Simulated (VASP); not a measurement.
The system is Si2Ge3.

```
Si Ge
1.0
     3.79138    0.00000    0.00000
     0.00000    3.79138    0.00000
     0.00000    0.00000    5.58425
Si Ge
2 3
Direct
  0.00000 0.00000 0.72113
  0.50000 0.50000 0.28981
  0.50000 0.00000 0.99346
  0.00000 0.50000 0.99346
  0.00000 0.00000 0.27214
```

The cell was built from a structure type or drawn by symmetry, and may not be a known phase.

| Item | Value |
| --- | --- |
| Program | VASP 6.6.1 |
| Task | relaxation of cell and atoms |
| Functional | PBE |
| Potentials or basis | VASP PAW PBE potentials, release 64 (Si, Ge_d) |
| Cutoff | 600 eV |
| k mesh | 4 × 4 × 4 |
| Occupations | gaussian, width 0.1 eV |
| Spin | no spin polarisation |

At the start: pressure 34.3 GPa; volume 16.05 Å³/atom.

Question: How do energy, volume and symmetry change on relaxing?

Answer: Over 14 steps the energy falls by 662.7 meV/atom and the volume is 21.53 Å³/atom (+34.1 %); space group P4mm (No. 99, to 0.1 Å) before and after.

The path:
```tsv
step	energy change (eV)	largest force (eV/Å)	pressure (GPa)	volume (Å³)
1	0.0000	5.8691	34.32	80.27
2	-2.2968	1.0134	-8.14	127.22
3	-3.0254	0.8715	-1.59	106.27
4	-3.0268	0.9149	-1.30	105.70
5	-3.0267	0.9596	-0.97	105.15
6	-3.0984	0.7248	-0.13	103.60
7	-3.1521	0.5320	1.98	100.66
8	-3.2013	0.5903	0.73	103.29
9	-3.2207	0.6255	-0.57	106.42
10	-3.2664	0.4796	-0.44	106.95
11	-3.2949	0.4578	-0.15	107.67
12	-3.3113	0.0991	0.10	107.36
13	-3.3118	0.0652	0.09	107.41
14	-3.3133	0.0106	-0.05	107.67
```

Final structure:
```
Si Ge
1.0
     4.08333    0.00000    0.00000
     0.00000    4.08333    0.00000
     0.00000    0.00000    6.45761
Si Ge
2 3
Cartesian
  0.0000 0.0000 4.7300
  2.0417 2.0417 1.6286
  2.0417 0.0000 6.2426
  0.0000 2.0417 6.2426
  0.0000 0.0000 2.2725
```

Caveat: the k points lie up to 0.38 Å⁻¹ apart in the final cell, too coarse for converged energies and pressures of a metal; the volume moved by over 15 % at a fixed basis, so the end points are rough.
